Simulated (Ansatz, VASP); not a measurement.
One calculation of Cr, two programs

```
CELL_PARAMETERS angstrom
2.86530 0.00000 0.00000
0.00000 2.86530 0.00000
0.00000 0.00000 2.86530
ATOMIC_POSITIONS crystal
Cr 0.00000 0.00000 0.00000
Cr 0.50000 0.50000 0.50000
```

Alike in both runs: functional PBE; k mesh 11 × 11 × 11; occupations fermi-dirac, width 0.05 eV; collinear spin.

Ansatz relaxed the structure, and its values are those at the end. VASP's run is a single point on that final structure, the one shown.

|  | VASP | Ansatz |
| --- | --- | --- |
| version | VASP 6.6.1 | Ansatz 0.2.0 |
| potentials or method | VASP PAW PBE potentials, release 64 (Cr_pv), cutoff 520 eV | plane waves (420 eV) with PAW, scalar-relativistic |
| valence electrons in the cell | 24 | 28 |

|  | VASP | Ansatz | Ansatz less VASP |
| --- | --- | --- | --- |
| pressure (GPa) | -0.1 | 0.0 | +0.10 |
| net moment per atom (μB) | 0.00 | 0.00 | 0.000 |
| size of the moment on the site where the two differ most (μB) | 1.10 | 1.00 | -0.099 |

Site moments also hang on the region over which each program counts them. VASP's potentials hold 24 valence electrons a cell and Ansatz's 28, so a difference there can come from the potentials and not from the codes.
